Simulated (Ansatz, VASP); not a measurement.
Two plane-wave programs on Hg

```xyz
1
Lattice="1.7463 1.0082 2.1479 -1.7463 1.0082 2.1479 0.0000 -2.0165 2.1479" Properties=species:S:1:pos:R:3 pbc="T T T"
Hg   -1.7463    1.0082    2.1479
```

Alike in both runs: task single point; functional LDA; k mesh 11 × 11 × 11; occupations methfessel-paxton of order 1, width 0.03 eV; no spin polarisation.

|  | VASP | Ansatz |
| --- | --- | --- |
| version | VASP 6.6.1 | Ansatz 0.2.0 |
| potentials or method | VASP PAW LDA potentials, release 64 (Hg_sv_GW), cutoff 550 eV | plane waves (420 eV) with PAW, scalar-relativistic |
| valence electrons in the cell | 20 | 20 |

|  | VASP | Ansatz | Ansatz less VASP |
| --- | --- | --- | --- |
| pressure (GPa) | 0.2 | 0.2 | 0.00 |
| traceless stress, the component that is largest in VASP (GPa) | 0.39 | 0.21 | -0.179 |

Ansatz warns that its potentials were made for another functional, while VASP's fit it. LDA's correlation is that of Perdew and Zunger in VASP and of Perdew and Wang (1992) in Ansatz.

Spin-orbit coupling is off throughout.
